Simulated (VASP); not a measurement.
The system is Gd.

```
Gd
1.0
     3.63600    0.00000    0.00000
    -1.81800    3.14887    0.00000
     0.00000    0.00000    5.78260
Gd
2
Cartesian
  0.0000 2.0992 1.4457
  1.8180 1.0496 4.3369
```

Base run:

| Property | Result |
| --- | --- |
| Program | VASP 6.6.1 |
| Functional | PBE |
| Potentials or basis | VASP PAW PBE potentials, release 64 (Gd) |
| Cutoff | 520 eV |
| k mesh | 9 × 9 × 5 |
| Occupations | fermi-dirac, width 0.15 eV |
| Spin | collinear spin, ferromagnetic start |
| Starting moments | [7.0, 7.0] μB |

Its results: pressure 1.0 GPa; net moment 15.02 μB per cell; site moments Gd +6.92 μB.

Question: The run is repeated on the same cell with these changes: spin from collinear spin, ferromagnetic start to collinear spin, antiferromagnetic start; moments at the start from [7.0, 7.0] to [7.0, -7.0]. What comes out?

Answer: Pressure 0.5 GPa; net moment 0.00 μB per cell; site moments Gd +6.89, -6.89 μB.

Caveats: the antiferromagnetic order is the one typed at the start, and another may lie lower (at least some runs).
